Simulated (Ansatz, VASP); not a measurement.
**One calculation of Sn, two programs**

The input INCAR:

```
SYSTEM = Sn
PREC = Accurate
ENCUT = 520
EDIFF = 1E-8
ISMEAR = -1
SIGMA = 0.05
LREAL = .FALSE.
LASPH = .TRUE.
NELM = 80
ALGO = Normal
ISIF = 2
LWAVE = .FALSE.
LCHARG = .FALSE.
LEFG = .TRUE.
NBANDS = 21
KPAR = 4
```

KPOINTS

```
Automatic mesh
0
G
  15 15 15
  0 0 0
```

Contents of POSCAR:

```
Sn
1.0
   -2.8933175000      2.9092240000      1.5906500000
    2.9092240000     -2.8933175000      1.5906500000
    2.9224760000      2.9224760000     -1.5614915000
Sn
2
Direct
    0.0000000000      0.0000000000      0.0000000000
    0.7500000000      0.2500000000      0.5000000000
```

Input for Ansatz:

```yaml
crystal:
  lattice:
    - [-2.8933175, 2.909224, 1.59065]
    - [2.909224, -2.8933175, 1.59065]
    - [2.922476, 2.922476, -1.5614915]
  atoms:
    - { symbol: Sn, position: [0.0, 0.0, 0.0] }
    - { symbol: Sn, position: [0.75, 0.25, 0.5] }
kpoints:
  mp_grid: { grid: [15, 15, 15] }
scf:
  occupations: { method: fermi_dirac, width: 0.05 }
hamiltonian:
  xc: lda
  pseudopotentials: { kind: paw }
output:
  forces: true
  stress: true
  eigenvalues: true
  efg: { contact_densities: true }
```

Change from the starting cell: equal xy, yz and zx shear strains of +1 %, PAW files.

Alike in both runs: task electric field gradients; functional LDA; k mesh 15 × 15 × 15; occupations fermi-dirac, width 0.05 eV; no spin polarisation.

```csv
,VASP,Ansatz
version,VASP 6.6.1,Ansatz 0.2.0
potentials or method,"VASP PAW LDA potentials, release 64 (Sn_d)","PAW with Ansatz's default frozen-core files, scalar-relativistic"
plane-wave cutoff (eV),520,420
valence electrons in the cell,28,28
```

Ansatz gave:

| Property | Result |
| --- | --- |
| pressure (GPa) | -1.8 |
| traceless stress, the component that is largest in VASP (GPa) | -0.64 |
| rms of the force components (eV/Å) | 0.016 |
| size of Vzz on the site where it differs most (V/Å²) | 45.3 |

**Question.** Estimate VASP's values.

**Answer.** Pressure (GPa): -1.8; traceless stress, the component that is largest in VASP (GPa): -0.63; rms of the force components (eV/Å): 0.016; size of Vzz on the site where it differs most (V/Å²): 45.2.

LDA's correlation is that of Perdew and Zunger in VASP and of Perdew and Wang (1992) in Ansatz. Atom by atom the forces differ by 0.000 eV/Å (rms over components).
